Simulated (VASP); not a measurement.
# WS2 in VASP: further runs, part 2 of 2

VASP 6.6.1. The steps go on from the part before.

**3. Single point, RPBE+D3(BJ)**

This run uses another cell than the first one, of 15.40 Å³/atom.

The input, INCAR:

```
SYSTEM = WS2
PREC = Accurate ; ENCUT = 520
EDIFF = 1E-6 ; ISMEAR = -1
SIGMA = 0.05 ; LREAL = .False.
LASPH = .True. ; NELM = 100
ALGO = Normal ; ISIF = 2
LWAVE = .False. ; LCHARG = .False.
GGA = RP ; IVDW = 12
NBANDS = 49
```

The input, KPOINTS:

```
regular mesh
0
Gamma
  7 7 1
  0 0 0
```

The input, POSCAR:

```
WS2
1.0
    3.0074817315      0.0000000000      0.0000000000
   -1.5037408658      2.6045555809      0.0000000000
    0.0000000000      0.0000000000     17.6937275122
W S
3 6
Direct
    0.6666666667      0.3333333333      0.3425611208
    0.6666666667      0.3333333333      0.9768908803
    0.0000000000      0.0000000000      0.6597259913
    0.6666666667      0.3333333333      0.5692991540
    0.0000000000      0.0000000000      0.2521109511
    0.0000000000      0.0000000000      0.8863788323
    0.6666666667      0.3333333333      0.7501528225
    0.0000000000      0.0000000000      0.4330731631
    0.0000000000      0.0000000000      1.0673410746
```

Potentials or basis: VASP PAW PBE potentials, release 64 (W_sv, S).

Command:

```sh
> cat potpaw_PBE.64/W_sv/POTCAR potpaw_PBE.64/S/POTCAR > POTCAR
> mpirun -np 1 vasp_std > vasp.out
```

OUTCAR:

```text
SYSTEM = WS2
   PREC = Accurate
   ENCUT = 520
   EDIFF = 1E-6
   ISMEAR = -1
   LREAL = .False.
   LASPH = .True.
   NELM = 100
   ISIF = 2
   GGA = RP
   IVDW = 12
 IVDW          = 12

 ion  position               nearest neighbor table
   1  0.667  0.333  0.343-   5 2.36   5 2.36   5 2.36   8 2.36   8 2.36   8 2.36
   2  0.667  0.333  0.977-   9 2.36   9 2.36   9 2.36   6 2.36   6 2.36   6 2.36
   3  0.000  0.000  0.660-   7 2.36   7 2.36   7 2.36   4 2.36   4 2.36   4 2.36
   4  0.667  0.333  0.569-   3 2.36   3 2.36   3 2.36
   5  0.000  0.000  0.252-   1 2.36   1 2.36   1 2.36
   6  0.000  0.000  0.886-   2 2.36   2 2.36   2 2.36
   7  0.667  0.333  0.750-   3 2.36   3 2.36   3 2.36
   8  0.000  0.000  0.433-   1 2.36   1 2.36   1 2.36
   9  0.000  0.000  0.067-   2 2.36   2 2.36   2 2.36

  LATTYP: Found a hexagonal cell.
 ALAT       =     3.0074817315
 C/A-ratio  =     5.8832369044

  Lattice vectors:

 A1 = (   3.0074817315,   0.0000000000,   0.0000000000)
 A2 = (  -1.5037408658,   2.6045555809,   0.0000000000)
 A3 = (   0.0000000000,   0.0000000000,  17.6937275122)

Analysis of symmetry for initial positions (statically):
=====================================================================
 Subroutine PRICEL returns:
 Original cell was already a primitive cell.

 Routine SETGRP: Setting up the symmetry group for a
 hexagonal supercell.

 Subroutine GETGRP returns: Found 12 space group operations
 (whereof  6 operations were pure point group operations)
 out of a pool of 24 trial point group operations.

The static configuration has the point symmetry C_3v.
 The point group associated with its full space group is D_3h.

Analysis of symmetry for dynamics (positions and initial velocities):
=====================================================================
 Subroutine PRICEL returns:
 Original cell was already a primitive cell.

 Routine SETGRP: Setting up the symmetry group for a
 hexagonal supercell.

 Subroutine GETGRP returns: Found 12 space group operations
 (whereof  6 operations were pure point group operations)
 out of a pool of 24 trial point group operations.

The dynamic configuration has the point symmetry C_3v.
 The point group associated with its full space group is D_3h.

 Subroutine INISYM returns: Found 12 space group operations
 (whereof  6 operations are pure point group operations),
 and found     1 'primitive' translations

----------------------------------------------------------------------------------------

                                     Primitive cell

  volume of cell :     138.5977

  direct lattice vectors                    reciprocal lattice vectors
     3.007481731  0.000000000  0.000000000     0.332504098  0.191971330  0.000000000
    -1.503740866  2.604555581  0.000000000     0.000000000  0.383942661  0.000000000
     0.000000000  0.000000000 17.693727512     0.000000000  0.000000000  0.056517204

  length of vectors
     3.007481731  3.007481732 17.693727512     0.383942661  0.383942661  0.056517204

  position of ions in fractional coordinates (direct lattice)
     0.666666667  0.333333333  0.342561121
[... 52 lines left out ...]
  0.428571  0.000000  0.000000      6.000000
  0.142857  0.142857  0.000000      6.000000
  0.285714  0.142857  0.000000     12.000000
  0.428571  0.142857  0.000000      6.000000
  0.285714  0.285714  0.000000      6.000000
   k-points           NKPTS =      8   k-points in BZ     NKDIM =      8   number of bands    NBANDS=     49
   number of dos      NEDOS =    301   number of ions     NIONS =      9
   total plane-waves  NPLWV =  80640
   dimension x,y,z NGX =    24 NGY =   24 NGZ =  140
   dimension x,y,z NGXF=    48 NGYF=   48 NGZF=  280
   ions per type =               3   6
   NGX,Y,Z   is equivalent  to a cutoff of  13.27, 13.27, 13.15 a.u.
   NGXF,Y,Z  is equivalent  to a cutoff of  26.53, 26.53, 26.31 a.u.
 SYSTEM =  WS2
   PREC   = accura    normal or accurate (medium, high low for compatibility)
   ISTART =      0    job   : 0-new  1-cont  2-samecut
   ICHARG =      2    charge: 1-file 2-atom 10-const
   ISPIN  =      1    spin polarized calculation?
   LNONCOLLINEAR =      F non collinear calculations
   LSORBIT =      F    spin-orbit coupling
   LASPH  =      T    aspherical Exc in radial PAW
   ENCUT  =  520.0 eV  38.22 Ry    6.18 a.u.   5.59  5.59 32.90*2*pi/ulx,y,z
   NELM   =    100;   NELMIN=  2; NELMDL= -5     # of ELM steps
   EDIFF  = 0.1E-05   stopping-criterion for ELM
   LREAL  =      F    real-space projection
   EDIFFG = 0.1E-04   stopping-criterion for IOM
   NSW    =      0    number of steps for IOM
   IBRION =     -1    ionic relax: 0-MD 1-quasi-New 2-CG
   NFREE  =      0    steps in history (QN), initial steepest desc. (CG)
   ISIF   =      2    stress and relaxation
   ISYM   =      2    0-nonsym 1-usesym 2-fastsym
   POTIM  = 0.5000    time-step for ionic-motion
   TEBEG  =    0.0;   TEEND  =   0.0 temperature during run
   PSTRESS=    0.0 pullay stress
   NELECT =      78.0000    total number of electrons
   NUPDOWN=      -1.0000    fix difference up-down
   EMIN   =  10.00;   EMAX   =-10.00  energy-range for DOS
   EFERMI =   0.00;   METHOD = LEGACY
   ISMEAR =    -1;   SIGMA  =   0.05  broadening in eV -4-tet -1-fermi 0-gaus
   EFERMI_NEDOS =   21; number of points for ismear=-14 and -15
   IALGO  =     38    algorithm
   IMIX   =      4    mixing-type and parameters
     AMIX     =   0.40;   BMIX     =  1.00
     AMIX_MAG =   1.60;   BMIX_MAG =  1.00
  volume/ion in A,a.u.               =      15.40       103.92
  Fermi-wavevector in a.u.,A,eV,Ry     =   1.351619  2.554190 24.856139  1.826875
  Thomas-Fermi vector in A             =   2.479026
   LORBIT       =      0    0 simple, 1 ext, 2 COOP (PROOUT), +10 PAW based schemes
   GGA     = RP    functional components
   LHFCALC =     F    Hartree Fock is set to
   AEXX    =    0.0000 exact exchange contribution
   IVDW    =    12    specifies the selected vdW correction
   LEPSILON=     F    determine dielectric tensor
   LRPA    =     F    only Hartree local field effects (RPA)
 non-spin polarized calculation
  energy-cutoff  :      520.00
  volume of cell :      138.60
 maximum number of plane-waves:      3775
 NGX is ok and might be reduce to    24
   NGX = 11   NGY = 11   NGZ = 65

 number of electron      77.9999999 magnetization

 Free energy of the ion-electron system (eV)
  ---------------------------------------------------
  ext. energy  EPLUGINS =         0.00000000
  ---------------------------------------------------
  free energy    TOTEN  =       -64.81909485 eV

  energy without entropy =      -64.81899721  energy(sigma->0) =      -64.81904603

 E-fermi :   9.8686     XC(G=0): -11.6452

 val. band max:        9.5799174897   @ k =   0.0000   0.0000   0.0000
 cond. band min:      10.2471378624   @ k =   0.1429   0.1429   0.0000
 fundamental gap:      0.6672203728
 Fermi energy:         9.8686125080

 k-point     1 :       0.0000    0.0000    0.0000
  band No.  band energies     occupation
      1     -64.9810      2.00000
      2     -64.9798      2.00000
      3     -64.9798      2.00000
      4     -29.3736      2.00000
      5     -29.3735      2.00000
      6     -29.3722      2.00000
[... 405 lines left out ...]
     48      13.3043      0.00000
     49      14.6115      0.00000

------------------------ aborting loop because EDIFF is reached ----------------------------------------

 Edisp (eV)  -22.13910

 E6    (eV) :    -7.8376

 E8    (eV) :   -14.3015

  FORCE on cell =-STRESS in cart. coord.  units (eV):
  Direction    XX          YY          ZZ          XY          YZ          ZX
  --------------------------------------------------------------------------------------
  -------------------------------------------------------------------------------------
  Total      -0.11854    -0.11854    -0.18354     0.00000    -0.00000     0.00000
  in kB      -1.37028    -1.37028    -2.12169     0.00000    -0.00000     0.00000
  external pressure =       -1.62 kB  Pullay stress =        0.00 kB

 VOLUME and BASIS-vectors are now :
 -----------------------------------------------------------------------------
  energy-cutoff  :      520.00
  volume of cell :      138.60
      direct lattice vectors                 reciprocal lattice vectors
     3.007481731  0.000000000  0.000000000     0.332504098  0.191971330  0.000000000
    -1.503740866  2.604555581  0.000000000     0.000000000  0.383942661  0.000000000
     0.000000000  0.000000000 17.693727512     0.000000000  0.000000000  0.056517204

 POSITION                                       TOTAL-FORCE (eV/Angst)
 -----------------------------------------------------------------------------------
      1.50374      0.86819      6.06118        -0.000000      0.000000     -0.002714
      1.50374      0.86819     17.28484        -0.000000      0.000000      0.002714
      0.00000      0.00000     11.67301         0.000000     -0.000000     -0.000000
      1.50374      0.86819     10.07302         0.000000     -0.000000      0.010758
      0.00000      0.00000      4.46078         0.000000      0.000000      0.009176
      0.00000      0.00000     15.68335        -0.000000      0.000000      0.010897
      1.50374      0.86819     13.27300         0.000000     -0.000000     -0.010758
      0.00000      0.00000      7.66268        -0.000000      0.000000     -0.010897
      0.00000      0.00000      1.19151         0.000000      0.000000     -0.009176
 -----------------------------------------------------------------------------------
    total drift:                               -0.000001      0.000000     -0.000756

  FREE ENERGIE OF THE ION-ELECTRON SYSTEM (eV)
  ---------------------------------------------------
  free  energy   TOTEN  =       -86.9581958211 eV

  energy  without entropy=      -86.9580981802  energy(sigma->0) =      -86.95814700
```

Run time: 2 min. Hardware: 1 thread of Intel Xeon 8259CL, shared host; peak memory 0.28 GiB.

What came out:

* Free energy: -86.9582 eV
* Pressure: -0.2 GPa
* Largest force: 0.011 eV/Å
* Band gap on the k mesh: 0.67 eV (least direct gap 2.23 eV)
* Dispersion energy per atom: -2.460 eV

Forces in eV/Å, atoms in the order of the input:
```
W    0.000  0.000 -0.003
W    0.000  0.000  0.003
W    0.000  0.000  0.000
S    0.000  0.000  0.011
S    0.000  0.000  0.009
S    0.000  0.000  0.011
S    0.000  0.000 -0.011
S    0.000  0.000 -0.011
S    0.000  0.000 -0.009
```

Stress tensor (GPa, compression positive):
```
-0.14  0.00  0.00
 0.00 -0.14  0.00
 0.00  0.00 -0.21
```

Caveat: the dispersion term is far too large for a dense solid, which distorts pressure and volume; the PAW data sets were made with another functional, which shifts forces and pressure a little; spin-orbit coupling is left out, which moves the levels of the heavy elements. A k mesh can miss the band edges.
